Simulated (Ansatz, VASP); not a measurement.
# One calculation of HfTe4, two programs

File INCAR:

```
PREC = Accurate ; ENCUT = 500
EDIFF = 1E-6 ; ISMEAR = 0
SIGMA = 0.1 ; LREAL = F
LASPH = T ; NELM = 120
ALGO = Normal ; ISIF = 2
LWAVE = F ; LCHARG = F
GGA = PE ; NBANDS = 25
GGA_COMPAT = F
```

The input KPOINTS:

```
Automatic mesh
0
Gamma
  4 4 4
```

The input POSCAR:

```
HfTe4
1.0
    5.2825585300      0.0000000000      0.0000000000
    0.0000000000      5.2825585300      0.0000000000
    0.0000000000      0.0000000000      5.2825585300
Hf Te
1 4
Direct
    0.0000000000      0.0000000000      0.0000000000
    0.5000000000      0.5000000000      0.5000000000
    0.0000000000      0.5000000000      0.5000000000
    0.5000000000      0.0000000000      0.5000000000
    0.5000000000      0.5000000000      0.0000000000
```

Input for Ansatz:

```yaml
crystal:
  lattice:
    - [5.28255853, 0.0, 0.0]
    - [0.0, 5.28255853, 0.0]
    - [0.0, 0.0, 5.28255853]
  atoms:
    - { symbol: Hf, position: [0.0, 0.0, 0.0] }
    - { symbol: Te, position: [0.5, 0.5, 0.5] }
    - { symbol: Te, position: [0.0, 0.5, 0.5] }
    - { symbol: Te, position: [0.5, 0.0, 0.5] }
    - { symbol: Te, position: [0.5, 0.5, 0.0] }
basis:
  ecutwfc: 420
kpoints:
  mp_grid: { grid: [4, 4, 4] }
hamiltonian:
  xc: pbe
scf:
  occupations: { method: gaussian, width: 0.1 }
  lower_state_search: "off"
output:
  forces: true
  stress: true
  eigenvalues: true
```

Change from the starting cell: species swapped into the Mn4N type (Pm-3m, No. 221).

Alike in both runs: task single point; functional PBE; k mesh 4 × 4 × 4; occupations gaussian, width 0.1 eV; no spin polarisation.

|  | VASP | Ansatz |
| --- | --- | --- |
| version | VASP 6.6.1 | Ansatz 0.2.0 |
| potentials or method | VASP PAW PBE potentials, release 64 (Hf_pv, Te), cutoff 500 eV | scalar-relativistic, plane waves, PAW |
| valence electrons in the cell | 34 | 90 |

```tsv
	VASP	Ansatz	Ansatz less VASP
gap on the k mesh at the Fermi level (eV)	none	none	-
pressure (GPa)	12.7	12.6	-0.10
```

A gap of «none» marks a metal or a gap that the smearing closes. VASP's potentials hold 34 valence electrons a cell and Ansatz's 90, so a difference there can come from the potentials and not from the codes.

Neither program's run includes spin-orbit coupling.
